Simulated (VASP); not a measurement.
Here is a VASP 6.6.1 calculation.

File INCAR:

```
SYSTEM = Ti
PREC     = Accurate       ! precision mode
ENCUT    = 520            ! plane-wave cutoff, eV
EDIFF    = 1E-6           ! SCF threshold, eV
ISMEAR   = 0              ! smearing method
SIGMA    = 0.15           ! smearing width, eV
LREAL    = .False.        ! projectors in reciprocal space
LASPH    = .True.         ! aspherical terms in the spheres
NELM     = 80             ! most SCF steps
ALGO     = Fast           ! electronic algorithm
ISIF     = 2              ! what is computed and relaxed
LWAVE    = .False.        ! write WAVECAR
LCHARG   = .True.         ! write CHGCAR
GGA      = PS             ! functional
LELF     = .True.         ! ELF
LVHAR    = .True.       
NBANDS   = 25             ! bands
```

The input KPOINTS:

```
Automatic mesh
0
Gamma
  12 12 14
  0 0 0
```

File POSCAR:

```
Ti
1.0
    4.5420000000      0.0000000000      0.0000000000
   -2.2710000000      3.9334873840      0.0000000000
    0.0000000000      0.0000000000      2.8655000000
Ti
3
Direct
    0.0000000000      0.0000000000      0.0000000000
    0.3333333333      0.6666666667      0.5000000000
    0.6666666667      0.3333333333      0.5000000000
```

Potentials or basis: VASP PAW PBE potentials, release 64 (Ti_sv).

Command:

```sh
$ cat potpaw_PBE.64/Ti_sv/POTCAR > POTCAR
$ mpirun -np 1 vasp_std > vasp.out
```

Task: Estimate the band gap on the k mesh.

Result: Zero (band 18 reaches 8.54 eV, above the bottom of band 19 at 8.20 eV).

Task: What does it give for the pressure?

Result: -4.3 GPa.

Stress tensor (GPa, compression positive):
```
-3.23  0.00  0.00
 0.00 -3.23  0.00
 0.00  0.00 -6.53
```

Caveat: the PAW data sets were made with another functional, which shifts forces and pressure a little.
